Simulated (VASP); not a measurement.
A run of VASP 6.6.1 is set up as follows.

INCAR

```
PREC = Accurate
ENCUT = 520
EDIFF = 1E-6
ISMEAR = 0
SIGMA = 0.1
LREAL = False
LASPH = True
NELM = 100
ALGO = Normal
ISIF = 2
LWAVE = False
LCHARG = False
GGA = PE
NBANDS = 16
```

File KPOINTS:

```
regular mesh
0
Gamma
  14 14 14
```

POSCAR

```
MnSb
1.0
    0.0000000000      2.6222035439      2.6222035439
    2.6222035439      0.0000000000      2.6222035439
    2.6222035439      2.6222035439      0.0000000000
Mn Sb
1 1
Direct
    0.0000000000      0.0000000000      0.0000000000
    0.5000000000      0.5000000000      0.5000000000
```

Potentials or basis: VASP PAW PBE potentials, release 64 (Mn_pv, Sb).

Run with:

```sh
$ cat potpaw_PBE.64/Mn_pv/POTCAR potpaw_PBE.64/Sb/POTCAR > POTCAR
$ mpirun -np 1 vasp_std > vasp.out
```

Estimate the pressure.

-0.2 GPa.

Estimate the band gap on the k mesh.

zero (filled and empty bands touch).

Caveat: spin-orbit coupling is left out, which moves the levels of the heavy elements; the run has no spin polarisation, though such a crystal can be magnetic. Spin polarisation is off, so any magnetic state and its effect on volume and gap are missing.
